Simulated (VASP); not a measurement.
# Si16O (a cell with a defect) in VASP: notebook, part 2 of 2

VASP 6.6.1. Earlier steps stand in the parts before.

### Step 3. Single point, PBE, collinear spin, zero start

INCAR reads:

```
  PREC = Accurate
  ENCUT = 520
  EDIFF = 1E-6
  ISMEAR = -1
  SIGMA = 0.02
  LREAL = Auto
  LASPH = T
  NELM = 150
  ALGO = Normal
  ISIF = 2
  LWAVE = F
  LCHARG = T
  ISPIN = 2
  MAGMOM = 0 0 0 0 0 0 0 0 0 0 0 0 0 0 0 0 0
  LORBIT = 11
  GGA = PE
  LELF = T
  LVHAR = T
  NBANDS = 53
```

KPOINTS reads:

```
Automatic mesh
0
Gamma
  2 2 2
```

POSCAR reads:

```
Si16O
1.0
    0.0000000000      5.4300000000      5.4300000000
    5.4300000000      0.0000000000      5.4300000000
    5.4300000000      5.4300000000      0.0000000000
Si O
16 1
Direct
    0.0386095764     -0.0003222836     -0.0187569061
    0.1900828729      0.1208011050      0.0856261510
    0.0110681400     -0.0083425414      0.5019889503
    0.1792909761      0.0635451197      0.6249263352
    0.0120534070      0.4651473297      0.0163259669
    0.1726979742      0.6131399632      0.1568047882
    0.0130939227      0.4415101289      0.5096316759
    0.1170165746      0.5769613260      0.6434990792
    0.5358931860     -0.0016390424     -0.0555801105
    0.6743738490      0.0821086556      0.0902486188
    0.5326795580      0.0543554328      0.4472836096
    0.6352578269      0.1796040516      0.5735082873
    0.5308195212      0.4901749540      0.0001565378
    0.6912154696      0.6159300184      0.0713259669
    0.4821362799      0.6059300184      0.4540515654
    0.6689410681      0.5894567219      0.6140055249
    0.6486556169      0.8232412523      0.5929097606
```

Potentials or basis: VASP PAW PBE potentials, release 64 (Si, O).

Command:

```
$ cat potpaw_PBE.64/Si/POTCAR potpaw_PBE.64/O/POTCAR > POTCAR
$ mpirun -np 1 vasp_std > vasp.out
```

OUTCAR:

```text
PREC = Accurate
   ENCUT = 520
   EDIFF = 1E-6
   ISMEAR = -1
   LREAL = Auto
   LASPH = T
   NELM = 150
   ISIF = 2
   ISPIN = 2
   LORBIT = 11
   GGA = PE

 ion  position               nearest neighbor table
   1  0.039  1.000  0.981-   4 2.26  10 2.31   2 2.37   6 2.45
   2  0.190  0.121  0.086-   9 2.18   5 2.20   1 2.37   3 2.63
   3  0.011  0.992  0.502-   4 2.31  12 2.40   8 2.61   2 2.63
   4  0.179  0.064  0.625-   1 2.26   3 2.31  11 2.33   7 2.39
   5  0.012  0.465  0.016-  14 2.05   2 2.20   8 2.35   6 2.82
   6  0.173  0.613  0.157-  13 2.27   7 2.30   1 2.45   5 2.82
   7  0.013  0.442  0.510-  16 2.17   6 2.30   8 2.34   4 2.39
   8  0.117  0.577  0.643-   7 2.34   5 2.35  15 2.50   3 2.61
   9  0.536  0.998  0.944-   2 2.18  10 2.32  12 2.36  14 2.41
  10  0.674  0.082  0.090-   1 2.31   9 2.32  11 2.33  13 2.58
  11  0.533  0.054  0.447-  17 1.62  12 2.22  10 2.33   4 2.33  16 2.92
  12  0.635  0.180  0.574-  11 2.22   9 2.36   3 2.40  15 2.68
  13  0.531  0.490  0.000-   6 2.27  14 2.27  16 2.43  10 2.58
  14  0.691  0.616  0.071-   5 2.05  13 2.27   9 2.41  15 2.53
  15  0.482  0.606  0.454-  16 2.24   8 2.50  14 2.53  12 2.68
  16  0.669  0.589  0.614-  17 1.65   7 2.17  15 2.24  13 2.43  11 2.92
  17  0.649  0.823  0.593-  11 1.62  16 1.65

  LATTYP: Found a face centered cubic cell.
 ALAT       =    10.8600000000

  Lattice vectors:

 A1 = (   0.0000000000,   5.4300000000,   5.4300000000)
 A2 = (   5.4300000000,   0.0000000000,   5.4300000000)
 A3 = (   5.4300000000,   5.4300000000,   0.0000000000)

Analysis of symmetry for initial positions (statically):
=====================================================================
 Subroutine PRICEL returns:
 Original cell was already a primitive cell.

 Routine SETGRP: Setting up the symmetry group for a
 face centered cubic supercell.

 Subroutine GETGRP returns: Found  1 space group operations
 (whereof  1 operations were pure point group operations)
 out of a pool of 48 trial point group operations.

The static configuration has the point symmetry C_1 .

[... 598 lines left out ...]

 spin component 2

 k-point     1 :       0.0000    0.0000    0.0000
  band No.  band energies     occupation
      1     -14.7600      1.00000
      2      -5.8918      1.00000
      3      -4.7559      1.00000
      4      -4.0052      1.00000
      5      -3.3983      1.00000
      6      -3.2620      1.00000
[... 389 lines left out ...]
     46       9.7731      0.00000
     47      10.0214      0.00000
 [bands above 47 left out]

------------------------ aborting loop because EDIFF is reached ----------------------------------------

  FORCE on cell =-STRESS in cart. coord.  units (eV):
  Direction    XX          YY          ZZ          XY          YZ          ZX
  --------------------------------------------------------------------------------------
  -------------------------------------------------------------------------------------
  Total       11.2289885     14.7461929      8.6680132     -6.1880887      6.6689046     -2.8777836
  in kB       56.1851746     73.7837983     43.3711224    -30.9626149     33.3684171    -14.3992287
  external PRESSURE =      57.7800318 kB  Pullay stress =       0.0000000 kB

 VOLUME and BASIS-vectors are now :
 -----------------------------------------------------------------------------
  energy-cutoff  :      520.00
  volume of cell :      320.21
      direct lattice vectors                 reciprocal lattice vectors
     0.000000000  5.430000000  5.430000000    -0.092081031  0.092081031  0.092081031
     5.430000000  0.000000000  5.430000000     0.092081031 -0.092081031  0.092081031
     5.430000000  5.430000000  0.000000000     0.092081031  0.092081031 -0.092081031

 POSITION                                       TOTAL-FORCE (eV/Angst)
 -----------------------------------------------------------------------------------
     10.75640      5.53780      5.63790        -0.129105      1.464917     -0.742674
      1.12090      1.49710      1.68810         1.205205      0.347103     -3.304784
      8.11050      2.78590      5.44480        -1.710245     -0.464847     -0.390385
      3.73840      4.36690      1.31860        -0.028293     -1.178668      0.639710
      2.61440      0.15410      2.59120        -0.874242      2.968154      4.092463
      4.18080      1.78920      4.26710        -0.451365     -2.156316     -0.567753
[... 9 lines left out ...]
      6.53480      6.96640      6.83310         1.721409      0.132857     -1.871122
      7.68970      6.74170      7.99240        -0.525914      1.304551      0.031062
 -----------------------------------------------------------------------------------
    total drift:                                0.001158     -0.005100      0.003692

  FREE ENERGIE OF THE ION-ELECTRON SYSTEM (eV)
  ---------------------------------------------------
  free  energy   TOTEN  =       -88.7373573963 eV

  energy  without entropy=      -88.7366677161  energy(sigma->0) =      -88.73701256

 total charge

# of ion       s       p       d       tot
------------------------------------------
    1        0.745   0.943   0.000   1.688
    2        0.753   0.973   0.000   1.725
    3        0.762   0.849   0.000   1.611
    4        0.754   0.974   0.000   1.728
    5        0.763   1.015   0.000   1.778
    6        0.760   0.894   0.000   1.654
[... 9 lines left out ...]
   16        0.747   0.974   0.000   1.721
   17        1.578   3.634   0.000   5.212
--------------------------------------------------
tot         13.685  18.669   0.000  32.354

 magnetization (x)

# of ion       s       p       d       tot
------------------------------------------
    1       -0.000  -0.000   0.000  -0.000
    2        0.000   0.000   0.000   0.000
    3        0.000   0.000   0.000   0.000
    4        0.000   0.000   0.000   0.000
    5        0.000   0.000   0.000   0.000
    6        0.000   0.000   0.000   0.000
[... 9 lines left out ...]
   16       -0.000  -0.000   0.000  -0.000
   17       -0.000   0.000   0.000   0.000
--------------------------------------------------
tot         -0.000   0.000   0.000   0.000
```

OSZICAR:

```text
N       E                     dE             d eps       ncg     rms          rms(c)
DAV:   1     0.195438575183E+03    0.19544E+03   -0.27353E+04  1696   0.110E+03
DAV:   2    -0.715984660761E+02   -0.26704E+03   -0.25145E+03  2063   0.176E+02
DAV:   3    -0.917223751557E+02   -0.20124E+02   -0.19809E+02  2152   0.454E+01
DAV:   4    -0.921080585761E+02   -0.38568E+00   -0.38461E+00  2144   0.749E+00
DAV:   5    -0.921152808099E+02   -0.72222E-02   -0.72180E-02  2163   0.101E+00    0.172E+01
DAV:   6    -0.889379679974E+02    0.31773E+01   -0.81322E+00  2336   0.154E+01    0.102E+01
DAV:   7    -0.888391493559E+02    0.98819E-01   -0.40041E+00  1888   0.653E+00    0.435E+00
DAV:   8    -0.887622893345E+02    0.76860E-01   -0.91288E-01  2387   0.526E+00    0.160E+00
DAV:   9    -0.887266743048E+02    0.35615E-01   -0.29248E-01  2216   0.286E+00    0.492E-01
DAV:  10    -0.887404150085E+02   -0.13741E-01   -0.17715E-01  1928   0.150E+00    0.553E-01
DAV:  11    -0.887362745204E+02    0.41405E-02   -0.19717E-02  2616   0.834E-01    0.159E-01
DAV:  12    -0.887372868831E+02   -0.10124E-02   -0.63099E-03  1912   0.286E-01    0.596E-02
DAV:  13    -0.887373441374E+02   -0.57254E-04   -0.26767E-04  2072   0.599E-02    0.360E-02
DAV:  14    -0.887373529561E+02   -0.88186E-05   -0.25974E-05  2360   0.304E-02    0.131E-02
DAV:  15    -0.887373593317E+02   -0.63756E-05   -0.36156E-05  2080   0.235E-02    0.116E-02
DAV:  16    -0.887373575978E+02    0.17338E-05   -0.36647E-06  1736   0.107E-02    0.684E-03
DAV:  17    -0.887373573963E+02    0.20155E-06   -0.44815E-06  1808   0.816E-03
   1 F= -.88737357E+02 E0= -.88737013E+02  d E =-.689680E-03  mag=     0.0000
```

stdout:

```text
POSCAR found type information on POSCAR SiO
 POSCAR found :  2 types and      17 ions
 scaLAPACK will be used
 LDA part: xc-table for (Slater+PW92), standard interpolation
 POSCAR, INCAR and KPOINTS ok, starting setup
 FFT: planning ... GRIDC
 FFT: planning ... GRID_SOFT
 FFT: planning ... GRID
 WAVECAR not read
 entering main loop
```

Run time: 7.3 min. Hardware: 1 thread of Intel Xeon Platinum 8488C (Sapphire Rapids), shared host; peak memory 0.71 GiB.

What came out:

| Property | Result |
| --- | --- |
| Free energy | -88.7374 eV |
| Pressure | 5.8 GPa |
| Largest force | 5.308 eV/Å |
| Band gap on the k mesh | 0.18 eV |
| Net moment | 0.00 μB per cell |
| Valence electrons inside the program's atomic spheres | Si 1.69, 1.73, 1.61, 1.78, 1.65, 1.74, 1.62, 1.72, 1.68, 1.64 (each value once); O 5.21 |

Forces in eV/Å, atoms in the order of the input:
```
Si  -0.129  1.465 -0.743
Si   1.205  0.347 -3.305
Si  -1.710 -0.465 -0.390
Si  -0.028 -1.179  0.640
Si  -0.874  2.968  4.092
Si  -0.451 -2.156 -0.568
Si  -1.426  1.820  0.984
Si   0.948 -0.484  2.109
Si  -1.423  1.114  1.213
Si   1.638 -0.517  0.761
Si  -0.460 -1.870 -0.317
Si   1.716  0.309  2.130
Si  -2.415  0.351 -0.971
Si   3.919 -2.714 -2.335
Si  -1.704 -0.426 -1.461
Si   1.721  0.133 -1.871
O   -0.526  1.305  0.031
```

Levels at points of the mesh, in eV from the valence-band top:
Spin up:
```csv
k point,band 33,band 34,band 35,band 36,band 37,band 38
"(0.00, 0.00, 0.00)",-0.40,-0.29,0.00,0.18,0.53,0.73
"(0.50, 0.00, 0.00)",-0.89,-0.43,-0.27,0.92,1.10,1.48
"(0.00, 0.50, 0.00)",-0.74,-0.68,-0.05,0.56,0.91,1.16
"(0.00, 0.00, 0.50)",-0.72,-0.40,-0.14,0.63,0.91,1.08
"(0.50, 0.50, 0.50)",-0.89,-0.44,-0.35,0.85,0.97,1.08
"(0.50, 0.50, 0.00)",-1.01,-0.67,-0.53,0.86,1.38,1.95
"(0.00, 0.50, 0.50)",-1.25,-0.92,-0.79,1.10,1.17,1.87
"(0.50, 0.00, 0.50)",-0.96,-0.85,-0.36,0.93,1.02,1.81
```
Spin down:
```csv
k point,band 33,band 34,band 35,band 36,band 37,band 38
"(0.00, 0.00, 0.00)",-0.40,-0.29,0.00,0.18,0.53,0.73
"(0.50, 0.00, 0.00)",-0.89,-0.43,-0.27,0.92,1.10,1.48
"(0.00, 0.50, 0.00)",-0.74,-0.68,-0.05,0.56,0.91,1.16
"(0.00, 0.00, 0.50)",-0.72,-0.40,-0.14,0.63,0.91,1.08
"(0.50, 0.50, 0.50)",-0.89,-0.44,-0.35,0.85,0.97,1.08
"(0.50, 0.50, 0.00)",-1.01,-0.67,-0.53,0.86,1.38,1.95
"(0.00, 0.50, 0.50)",-1.25,-0.92,-0.79,1.10,1.17,1.87
"(0.50, 0.00, 0.50)",-0.96,-0.85,-0.36,0.93,1.02,1.81
```

Caveat: the k points lie up to 0.50 Å⁻¹ apart; semilocal functionals underestimate gaps, and a narrow one can read as zero.

### Step 4. Single point, PBE, collinear spin, zero start

INCAR reads:

```
SYSTEM = Si16O
PREC     = Accurate       ! precision mode
ENCUT    = 520            ! plane-wave cutoff, eV
EDIFF    = 1E-7           ! SCF threshold, eV
ISMEAR   = -1             ! smearing method
SIGMA    = 0.02           ! smearing width, eV
LREAL    = Auto         
LASPH    = .True.         ! aspherical terms in the spheres
NELM     = 150            ! most SCF steps
ALGO     = Normal         ! electronic algorithm
ISIF     = 2              ! what is computed and relaxed
LWAVE    = .False.        ! write WAVECAR
LCHARG   = .False.        ! write CHGCAR
ISPIN    = 2              ! spin polarisation
MAGMOM   = 0 0 0 0 0 0 0 0 0 0 0 0 0 0 0 0 0 ! initial moments
LORBIT   = 11             ! projections on sites
GGA      = PE             ! functional
NBANDS   = 53             ! bands
```

KPOINTS reads:

```
regular mesh
0
Gamma
  2 2 2
  0 0 0
```

POSCAR reads:

```
Si16O
1.0
    0.0000000000      5.4300000000      5.4300000000
    5.4300000000      0.0000000000      5.4300000000
    5.4300000000      5.4300000000      0.0000000000
Si O
16 1
Direct
    0.0394106814     -0.0052117864      0.0150092081
    0.1919521179      0.0782872928      0.1110681400
    0.0329834254      0.0219337017      0.4781215470
    0.1659300184      0.0423388582      0.6579189687
    0.0028360958      0.4624861878      0.0497790055
    0.1266298343      0.6620073665      0.1490423573
    0.0473388582      0.4323664825      0.4702302026
    0.0762246777      0.6098158379      0.6386924494
    0.5517863720      0.0040331492     -0.0787292818
    0.6477624309      0.0768600368      0.1160497238
    0.5503775322      0.0271362799      0.4535451197
    0.6499815838      0.1790607735      0.5423941068
    0.5211970534      0.4685819521     -0.0106445672
    0.6625966851      0.6429650092      0.0662430939
    0.4715009208      0.5641160221      0.4642265193
    0.6558747698      0.5827624309      0.6549539595
    0.6274493554      0.8027163904      0.6323480663
```

Command:

```
$ cat potpaw_PBE.64/Si/POTCAR potpaw_PBE.64/O/POTCAR > POTCAR
$ mpirun -np 1 vasp_std > vasp.out
```

It took 7.8 min on 1 thread of Intel Xeon Platinum 8488C (Sapphire Rapids), shared host; peak memory 0.71 GiB.

Results (log left out):

| Property | Result |
| --- | --- |
| Free energy | -86.5753 eV |
| Pressure | 6.8 GPa |
| Largest force | 7.833 eV/Å |
| Band gap on the k mesh | 0.20 eV |
| Net moment | 0.00 μB per cell |
| Valence electrons inside the program's atomic spheres | Si 1.81, 1.74, 1.65, 1.70, 1.63, 1.72, 1.67, 1.58, 1.73, 1.71, 1.66, 1.59, 1.78 (each value once); O 5.30 |

Forces in eV/Å, atoms in the order of the input:
```
Si   0.623 -4.396 -1.084
Si   2.839  1.451  2.344
Si  -1.722 -1.116 -2.893
Si  -0.035  0.228  2.900
Si  -0.934  0.048  1.973
Si  -4.821  1.397 -1.737
Si   2.407  1.260 -1.821
Si   0.326  0.927  1.566
Si  -0.093 -0.067  0.478
Si  -0.453 -0.755  2.000
Si   1.112 -2.128 -2.401
Si   2.495  1.135  2.798
Si   2.499  2.174 -2.374
Si   0.424  0.216 -2.552
Si  -0.039  0.395  0.047
Si  -7.316 -0.845 -2.669
O    2.687  0.075  3.428
```

Stress tensor (GPa, compression positive):
```
 5.95  1.21  4.30
 1.21  6.82 -3.37
 4.30 -3.37  7.52
```

Levels at points of the mesh, in eV from the valence-band top:
Spin up:
| k point | band 32 | band 33 | band 34 | band 35 | band 36 | band 37 | band 38 | band 39 |
| --- | --- | --- | --- | --- | --- | --- | --- | --- |
| (0.00, 0.00, 0.00) | -0.86 | -0.34 | -0.15 | 0.00 | 0.20 | 0.37 | 0.47 | 0.62 |
| (0.50, 0.00, 0.00) | -1.33 | -0.81 | -0.29 | -0.25 | 0.25 | 0.72 | 0.93 | 0.95 |
| (0.00, 0.50, 0.00) | -1.40 | -0.60 | -0.18 | -0.10 | 0.37 | 0.75 | 0.78 | 1.12 |
| (0.00, 0.00, 0.50) | -1.09 | -0.78 | -0.39 | -0.22 | 0.29 | 0.92 | 1.03 | 1.29 |
| (0.50, 0.50, 0.50) | -1.42 | -0.71 | -0.44 | -0.32 | 0.67 | 0.79 | 1.15 | 1.34 |
| (0.50, 0.50, 0.00) | -1.56 | -0.99 | -0.76 | -0.59 | 0.66 | 0.95 | 1.54 | 1.64 |
| (0.00, 0.50, 0.50) | -1.29 | -1.09 | -0.59 | -0.55 | 0.68 | 1.09 | 1.42 | 1.91 |
| (0.50, 0.00, 0.50) | -1.57 | -0.96 | -0.63 | -0.41 | 0.65 | 0.69 | 1.36 | 1.75 |
Spin down:
```tsv
k point	band 31	band 32	band 33	band 34	band 35	band 36	band 37	band 38	band 39	band 40
(0.00, 0.00, 0.00)	-1.00	-0.86	-0.34	-0.15	0.00	0.20	0.37	0.47	0.62	0.89
(0.50, 0.00, 0.00)	-1.59	-1.33	-0.81	-0.29	-0.25	0.25	0.72	0.93	0.95	1.35
(0.00, 0.50, 0.00)	-1.57	-1.40	-0.60	-0.18	-0.10	0.37	0.75	0.78	1.12	1.35
(0.00, 0.00, 0.50)	-1.67	-1.09	-0.78	-0.39	-0.22	0.29	0.92	1.03	1.29	1.39
(0.50, 0.50, 0.50)	-1.80	-1.42	-0.71	-0.44	-0.32	0.67	0.79	1.15	1.34	1.51
(0.50, 0.50, 0.00)	-1.89	-1.56	-0.99	-0.76	-0.59	0.66	0.95	1.54	1.64	1.97
(0.00, 0.50, 0.50)	-1.73	-1.29	-1.09	-0.59	-0.55	0.68	1.09	1.42	1.91	2.02
(0.50, 0.00, 0.50)	-1.67	-1.57	-0.96	-0.63	-0.41	0.65	0.69	1.36	1.75	1.88
```

Caveat: the k points lie up to 0.50 Å⁻¹ apart; semilocal functionals underestimate gaps, and a narrow one can read as zero.

### Step 5. Overview

```tsv
cell	gap on the mesh (eV)	pressure (GPa)	moment (μB)	largest force (eV/Å)
as given, atomic positions A	0.12	4.8	0.00	3.87
as given, atomic positions B	0.18	5.8	0.00	5.31
as given, atomic positions C	0.20	6.8	0.00	7.83
```

Alike in all rows: task single point; level PBE; potentials or basis VASP PAW PBE potentials, release 64 (Si, O); spin collinear, zero start; k mesh 2 × 2 × 2; cutoff (eV) 520; smearing fermi-dirac 0.02 eV.

Caveats: all runs use coarse meshes; semilocal functionals underestimate gaps, and a narrow one can read as zero.

Absolute energies hang on the potentials; compare differences alone.
